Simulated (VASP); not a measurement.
Set up this calculation in VASP 6.6.1, as the native input.

```yaml
Task: single point
Functional: PBE
Potentials_or_basis: VASP PAW PBE potentials, release 64 (Ga_d, P)
Cutoff: 520 eV
k_mesh: 4 × 4 × 4
Occupations: gaussian, width 0.1 eV
Spin: no spin polarisation
Dipole_correction: no
Further_INCAR_settings: ALGO = Normal; EDIFF = 1e-06; NBANDS = 68
```

The structure of Ga4P lies in POSCAR:

```
Ga4P
1.0
    5.9037148700      0.0000000000      0.0000000000
    0.0000000000      5.9037148700      0.0000000000
    0.0000000000      0.0000000000      5.3361626100
Ga P
8 2
Direct
    0.6738500600      0.8261499400      0.2517777400
    0.8261499400      0.3261499400      0.2517777400
    0.1738500600      0.3261499400      0.7482222600
    0.8261499400      0.6738500600      0.7482222600
    0.6738500600      0.1738500600      0.7482222600
    0.3261499400      0.8261499400      0.7482222600
    0.3261499400      0.1738500600      0.2517777400
    0.1738500600      0.6738500600      0.2517777400
    0.5000000000      0.5000000000      0.0000000000
    0.0000000000      0.0000000000      0.0000000000
```

The input as run:

INCAR

```
SYSTEM = Ga4P
PREC = Accurate ; ENCUT = 520
EDIFF = 1E-6 ; ISMEAR = 0
SIGMA = 0.1 ; LREAL = .False.
LASPH = .True. ; NELM = 100
ALGO = Normal ; ISIF = 2
LWAVE = .False. ; LCHARG = .True.
GGA = PE ; LELF = .True.
LVHAR = .True. ; NBANDS = 68
```

KPOINTS

```
regular mesh
0
Gamma
  4 4 4
  0 0 0
```

Potentials or basis: VASP PAW PBE potentials, release 64 (Ga_d, P).

Command:

```sh
$ cat potpaw_PBE.64/Ga_d/POTCAR potpaw_PBE.64/P/POTCAR > POTCAR
$ mpirun -np 1 vasp_std > vasp.out
```

It gave:

The pressure is 4.0 GPa. The largest force is 0.848 eV/Å and the band gap on the k mesh is zero (band 57 reaches 6.85 eV, above the bottom of band 58 at 4.87 eV).

Run time: 2.9 min on 1 thread of Intel(R) Xeon(R) Platinum 8375C CPU @ 2.90GHz (Ice Lake) (shared host), peak memory 0.37 GiB.
